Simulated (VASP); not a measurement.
# KTaO3 (P4/mmm) in VASP: relaxation of cell and atoms with PBE

Aim: the relaxation of cell and atoms of KTaO3 with PBE.

Everything below comes from runs of VASP 6.6.1. Logs are shortened: lines on timing, memory, paths and dates and some standing lists are left out, and cuts for length are marked.

## Step 1: The cell of the first run

The structure is tetragonal, space group P4/mmm (No. 123). Conventional cell: a = 4.040 Å, b = 4.040 Å, c = 7.772 Å, α = 90.00°, β = 90.00°, γ = 90.00°. Within 3.6 Å of K (site symmetry 4mm) lie 12 O at 2.65 to 2.96 Å and 8 Ta at 3.33 to 3.59 Å and 1 K at 3.44 Å. Within 2.5 Å of Ta (site symmetry 4/mmm) lie 6 O at 1.85 to 2.02 Å. Ta (site symmetry 4/mmm) has 6 O at 2.02 to 2.04 Å within 2.7 Å. O (site symmetry mmm) has 2 Ta at 2.02 Å and 8 O at 2.74 to 2.86 Å and 4 K at 2.96 Å within 3.0 Å. O (site symmetry mmm) has 2 Ta at 2.02 Å and 4 K at 2.65 Å within 2.7 Å. Within 2.5 Å of O (site symmetry 4mm) lie 2 Ta at 1.85 to 2.04 Å.

## Step 2: Relaxation of cell and atoms, PBE

Contents of INCAR:

```
SYSTEM = KTaO3
PREC     = Accurate       ! precision mode
ENCUT    = 600            ! plane-wave cutoff, eV
EDIFF    = 1E-7           ! SCF threshold, eV
ISMEAR   = 0              ! smearing method
SIGMA    = 0.1            ! smearing width, eV
LREAL    = .False.        ! projectors in reciprocal space
LASPH    = .True.         ! aspherical terms in the spheres
NELM     = 60             ! most SCF steps
ALGO     = Normal         ! electronic algorithm
ISIF     = 3              ! what is computed and relaxed
LWAVE    = .False.        ! write WAVECAR
LCHARG   = .False.        ! write CHGCAR
GGA      = PE             ! functional
IBRION   = 2              ! ionic algorithm
NSW      = 90             ! ionic steps
EDIFFG   = -0.04          ! ionic threshold
```

Contents of KPOINTS:

```
regular mesh
0
Gamma
  4 4 2
  0 0 0
```

Contents of POSCAR:

```
KTaO3
1.0
    4.0395178900      0.0000000000      0.0000000000
    0.0000000000      4.0395178900      0.0000000000
    0.0000000000      0.0000000000      7.7717289400
K Ta O
2 2 6
Direct
    0.5000000000      0.5000000000      0.2788343400
    0.5000000000      0.5000000000      0.7211656600
    0.0000000000      0.0000000000      0.0000000000
    0.0000000000      0.0000000000      0.5000000000
    0.5000000000      0.0000000000      0.0000000000
    0.5000000000      0.0000000000      0.5000000000
    0.0000000000      0.5000000000      0.0000000000
    0.0000000000      0.5000000000      0.5000000000
    0.0000000000      0.0000000000      0.2376133300
    0.0000000000      0.0000000000      0.7623866700
```

Potentials or basis: VASP PAW PBE potentials, release 64 (K_sv, Ta_pv, O).

Launch:

```bash
cat potpaw_PBE.64/K_sv/POTCAR potpaw_PBE.64/Ta_pv/POTCAR potpaw_PBE.64/O/POTCAR > POTCAR
mpirun -np 1 vasp_std > vasp.out
```

OUTCAR:

```text
SYSTEM = KTaO3
   PREC = Accurate
   ENCUT = 600
   EDIFF = 1E-7
   ISMEAR = 0
   LREAL = .False.
   LASPH = .True.
   NELM = 60
   ISIF = 3
   GGA = PE
   IBRION = 2
   NSW = 90
   EDIFFG = -0.04

 ion  position               nearest neighbor table
   1  0.500  0.500  0.279-   6 2.65   8 2.65   6 2.65   8 2.65   9 2.87   9 2.87   9 2.87   9 2.87
                             4 3.33   4 3.33   4 3.33   4 3.33   2 3.44   3 3.59   3 3.59   3 3.59
   2  0.500  0.500  0.721-   6 2.65   8 2.65   6 2.65   8 2.65  10 2.87  10 2.87  10 2.87  10 2.87
                             4 3.33   4 3.33   4 3.33   4 3.33   1 3.44   3 3.59   3 3.59   3 3.59
   3  0.000  0.000  0.000-   9 1.85  10 1.85   5 2.02   7 2.02   7 2.02   5 2.02   1 3.59   2 3.59
                             1 3.59   1 3.59   2 3.59   2 3.59   1 3.59   2 3.59
   4  0.000  0.000  0.500-   6 2.02   8 2.02   8 2.02   6 2.02   9 2.04  10 2.04   1 3.33   2 3.33
                             1 3.33   1 3.33   2 3.33   2 3.33   1 3.33   2 3.33
   5  0.500  0.000  0.000-   3 2.02   3 2.02
   6  0.500  0.000  0.500-   4 2.02   4 2.02   1 2.65   1 2.65   2 2.65   2 2.65
   7  0.000  0.500  0.000-   3 2.02   3 2.02
   8  0.000  0.500  0.500-   4 2.02   4 2.02   1 2.65   2 2.65   1 2.65   2 2.65
   9  0.000  0.000  0.238-   3 1.85   4 2.04   1 2.87   1 2.87   1 2.87   1 2.87
  10  0.000  0.000  0.762-   3 1.85   4 2.04   2 2.87   2 2.87   2 2.87   2 2.87

  LATTYP: Found a simple tetragonal cell.
 ALAT       =     4.0395178900
 C/A-ratio  =     1.9239248721

  Lattice vectors:

 A1 = (   4.0395178900,   0.0000000000,   0.0000000000)
 A2 = (   0.0000000000,   4.0395178900,   0.0000000000)
 A3 = (   0.0000000000,   0.0000000000,   7.7717289400)

Analysis of symmetry for initial positions (statically):
=====================================================================
 Subroutine PRICEL returns:
 Original cell was already a primitive cell.

 Routine SETGRP: Setting up the symmetry group for a
 simple tetragonal supercell.

 Subroutine GETGRP returns: Found 16 space group operations
 (whereof 16 operations were pure point group operations)
 out of a pool of 16 trial point group operations.

The static configuration has the point symmetry D_4h.

Analysis of symmetry for dynamics (positions and initial velocities):
=====================================================================
 Subroutine PRICEL returns:
 Original cell was already a primitive cell.

 Routine SETGRP: Setting up the symmetry group for a
 simple tetragonal supercell.

 Subroutine GETGRP returns: Found 16 space group operations
 (whereof 16 operations were pure point group operations)
 out of a pool of 16 trial point group operations.

The dynamic configuration has the point symmetry D_4h.

 Subroutine INISYM returns: Found 16 space group operations
 (whereof 16 operations are pure point group operations),
[... 108 lines left out ...]
   TEBEG  =    0.0;   TEEND  =   0.0 temperature during run
   PSTRESS=    0.0 pullay stress
   NELECT =      76.0000    total number of electrons
   NUPDOWN=      -1.0000    fix difference up-down
   EMIN   =  10.00;   EMAX   =-10.00  energy-range for DOS
   EFERMI =   0.00;   METHOD = LEGACY
   ISMEAR =     0;   SIGMA  =   0.10  broadening in eV -4-tet -1-fermi 0-gaus
   EFERMI_NEDOS =   21; number of points for ismear=-14 and -15
   IALGO  =     38    algorithm
   IMIX   =      4    mixing-type and parameters
     AMIX     =   0.40;   BMIX     =  1.00
     AMIX_MAG =   1.60;   BMIX_MAG =  1.00
  volume/ion in A,a.u.               =      12.68        85.58
  Fermi-wavevector in a.u.,A,eV,Ry     =   1.380237  2.608270 25.919850  1.905055
  Thomas-Fermi vector in A             =   2.505133
   LORBIT       =      0    0 simple, 1 ext, 2 COOP (PROOUT), +10 PAW based schemes
   GGA     = PE    functional components
   LHFCALC =     F    Hartree Fock is set to
   AEXX    =    0.0000 exact exchange contribution
   IVDW    =     0    specifies the selected vdW correction
   LEPSILON=     F    determine dielectric tensor
   LRPA    =     F    only Hartree local field effects (RPA)
 conjugate gradient relaxation of ions
 non-spin polarized calculation
 Gauss-broadening in eV      SIGMA  =   0.10
  energy-cutoff  :      600.00
  volume of cell :      126.82
 maximum number of plane-waves:      4256
   NGX = 17   NGY = 17   NGZ = 31

--------------------------------------- Ionic step        1  -------------------------------------------

 number of electron      76.0000011 magnetization

 Free energy of the ion-electron system (eV)
  ---------------------------------------------------
  ext. energy  EPLUGINS =         0.00000000
  ---------------------------------------------------
  free energy    TOTEN  =       -80.89305361 eV

  energy without entropy =      -80.89253547  energy(sigma->0) =      -80.89279454

------------------------ aborting loop because EDIFF is reached ----------------------------------------

  FORCE on cell =-STRESS in cart. coord.  units (eV):
  Direction    XX          YY          ZZ          XY          YZ          ZX
  --------------------------------------------------------------------------------------
  -------------------------------------------------------------------------------------
  Total        2.2608664      2.2608664     17.7937741      0.0000000      0.0000000      0.0000000
  in kB       28.5633252     28.5633252    224.8029151      0.0000000      0.0000000      0.0000000
  external PRESSURE =      93.9765218 kB  Pullay stress =       0.0000000 kB
[... 113 lines left out ...]
  FREE ENERGIE OF THE ION-ELECTRON SYSTEM (eV)
  ---------------------------------------------------
  free  energy   TOTEN  =       -81.8701250139 eV

  energy  without entropy=      -81.8701250139  energy(sigma->0) =      -81.87012501

[... ionic steps 4 to 8 ...]

--------------------------------------- Ionic step        9  -------------------------------------------

 number of electron      76.0000022 magnetization

------------------------ aborting loop because EDIFF is reached ----------------------------------------
[... 83 lines left out ...]
--------------------------------------- Ionic step       11  -------------------------------------------

 number of electron      76.0000015 magnetization

 Free energy of the ion-electron system (eV)
  ---------------------------------------------------
  ext. energy  EPLUGINS =         0.00000000
  ---------------------------------------------------
  free energy    TOTEN  =       -82.09425664 eV

  energy without entropy =      -82.09425664  energy(sigma->0) =      -82.09425664

 E-fermi :   2.1153     XC(G=0): -10.7196

 val. band max:        1.6082774990   @ k =   0.5000   0.5000   0.0000
 cond. band min:       3.6979680649   @ k =   0.0000   0.0000   0.0000
 fundamental gap:      2.0896905659
 Fermi energy:         2.1153317395

 k-point     1 :       0.0000    0.0000    0.0000
  band No.  band energies     occupation
      1     -32.7562      2.00000
      2     -32.6823      2.00000
      3     -32.6823      2.00000
      4     -32.6777      2.00000
      5     -32.6695      2.00000
      6     -32.6695      2.00000
[... 602 lines left out ...]
  FREE ENERGIE OF THE ION-ELECTRON SYSTEM (eV)
  ---------------------------------------------------
  free  energy   TOTEN  =       -82.0942566433 eV

  energy  without entropy=      -82.0942566433  energy(sigma->0) =      -82.09425664

 reached required accuracy - stopping structural energy minimisation
```

OSZICAR:

```text
N       E                     dE             d eps       ncg     rms          rms(c)
DAV:   1     0.785361280866E+03    0.78536E+03   -0.45551E+04  1080   0.190E+03
DAV:   2    -0.352176259776E+02   -0.82058E+03   -0.79965E+03  1282   0.516E+02
DAV:   3    -0.964189467616E+02   -0.61201E+02   -0.60856E+02  1376   0.138E+02
[... 135 lines left out ...]
DAV:   6    -0.820942592500E+02    0.87280E-05   -0.70682E-05  1358   0.413E-02    0.118E-02
DAV:   7    -0.820942581519E+02    0.10982E-05   -0.60731E-06  1532   0.129E-02    0.703E-03
DAV:   8    -0.820942571648E+02    0.98710E-06   -0.53211E-07  1102   0.461E-03    0.235E-03
DAV:   9    -0.820942567308E+02    0.43396E-06   -0.92163E-08   690   0.216E-03    0.607E-04
DAV:  10    -0.820942566433E+02    0.87455E-07   -0.17613E-08   615   0.834E-04
  11 F= -.82094257E+02 E0= -.82094257E+02  d E =-.311782E-02
```

CONTCAR:

```text
KTaO3
   1.00000000000000
     4.0286153914165972   -0.0000000000000000    0.0000000000000000
    -0.0000000000000000    4.0286153914165972    0.0000000000000000
    -0.0000000000000000    0.0000000000000000    8.0537303466315624
  K               Ta              O
     2     2     6
Direct
     0.5000000000000000    0.5000000000000000    0.2496242672120294
     0.5000000000000000    0.5000000000000000    0.7503757327879707
     0.0000000000000000    0.0000000000000000    0.0000000000000000
     0.0000000000000000    0.0000000000000000    0.5000000000000000
     0.5000000000000000    0.0000000000000000    0.0000000000000000
     0.5000000000000000    0.0000000000000000    0.5000000000000000
     0.0000000000000000    0.5000000000000000    0.0000000000000000
     0.0000000000000000    0.5000000000000000    0.5000000000000000
     0.0000000000000000    0.0000000000000000    0.2500527069712187
     0.0000000000000000    0.0000000000000000    0.7499472930287814

  0.00000000E+00  0.00000000E+00  0.00000000E+00
  0.00000000E+00  0.00000000E+00  0.00000000E+00
  0.00000000E+00  0.00000000E+00  0.00000000E+00
  0.00000000E+00  0.00000000E+00  0.00000000E+00
  0.00000000E+00  0.00000000E+00  0.00000000E+00
  0.00000000E+00  0.00000000E+00  0.00000000E+00
  0.00000000E+00  0.00000000E+00  0.00000000E+00
  0.00000000E+00  0.00000000E+00  0.00000000E+00
  0.00000000E+00  0.00000000E+00  0.00000000E+00
  0.00000000E+00  0.00000000E+00  0.00000000E+00
```

It took 5.5 min on 1 thread of Intel Xeon 6975P-C (Granite Rapids), shared host; peak memory 0.3 GiB.

Results:

```
Free energy                           : -82.0943 eV
Relaxed volume                        : 13.07 Å³/atom
Relaxed cell                          : a = 4.029 Å, b = 4.029 Å, c = 8.054 Å, α = 90.00°, β = 90.00°, γ = 90.00°
Space group after relaxing (to 0.1 Å) : Pm-3m (No. 221)
Energy gained by relaxing             : 120.1 meV/atom
Ionic steps                           : 11
Pressure after relaxing               : 0.0 GPa
Largest force after relaxing          : 0.027 eV/Å
Band gap on the k mesh                : 2.09 eV (least direct gap 2.27 eV)
```

Forces in eV/Å, atoms in the order of the input:
```
K    0.000  0.000  0.018
K    0.000  0.000 -0.018
Ta   0.000  0.000  0.000
Ta   0.000  0.000  0.000
O    0.000  0.000  0.000
O    0.000  0.000  0.000
O    0.000  0.000  0.000
O    0.000  0.000  0.000
O    0.000  0.000 -0.027
O    0.000  0.000  0.027
```

Stress tensor (GPa, compression positive):
```
-0.10  0.00  0.00
 0.00 -0.10  0.00
 0.00  0.00  0.08
```

Step by step:
```csv
step,energy change (eV),largest force (eV/Å),pressure (GPa),volume (Å³)
1,0.0000,6.1301,9.40,126.82
2,0.3295,5.3826,-6.59,140.72
3,-0.9771,0.9050,-1.53,132.36
4,-0.9826,0.9462,-1.13,132.04
5,-0.9835,0.9707,-0.89,131.85
6,-1.0791,0.7779,0.01,130.97
7,-1.0994,0.6459,0.83,130.35
8,-1.1701,0.3495,-0.16,130.87
9,-1.1981,0.1024,-1.13,131.48
10,-1.1962,0.0774,1.39,129.74
11,-1.2012,0.0267,-0.04,130.71
```

Final structure:
```
K Ta O
1.0
     4.02862    0.00000    0.00000
     0.00000    4.02862    0.00000
     0.00000    0.00000    8.05373
K Ta O
2 2 6
Direct
  0.50000 0.50000 0.24962
  0.50000 0.50000 0.75038
  0.00000 0.00000 0.00000
  0.00000 0.00000 0.50000
  0.50000 0.00000 0.00000
  0.50000 0.00000 0.50000
  0.00000 0.50000 0.00000
  0.00000 0.50000 0.50000
  0.00000 0.00000 0.25005
  0.00000 0.00000 0.74995
```

Caveat: spin-orbit coupling is left out, which moves the levels of the heavy elements. A k mesh can miss the band edges.
